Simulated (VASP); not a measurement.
# TlBr (Pm-3m) in VASP: further runs, part 2 of 2

VASP 6.6.1.

## 5. Summary

```csv
cell,gap on the mesh (eV),pressure (GPa)
"a = 3.773 Å, 2 atoms",1.22,4.0
"a = 3.834 Å, 2 atoms",1.40,2.0
"a = 3.870 Å, 2 atoms",1.49,1.0
```

Alike in all rows: task single point; level PBEsol; potentials or basis VASP PAW PBE potentials, release 64 (Tl_d, Br); no spin polarisation; k mesh 6 × 6 × 6; cutoff (eV) 500; smearing gaussian 0.01 eV.

Caveats: the PAW data sets were made with another functional, which shifts forces and pressure a little; spin-orbit coupling is left out, which moves the levels of the heavy elements.

Absolute energies hang on the potentials; compare differences alone.
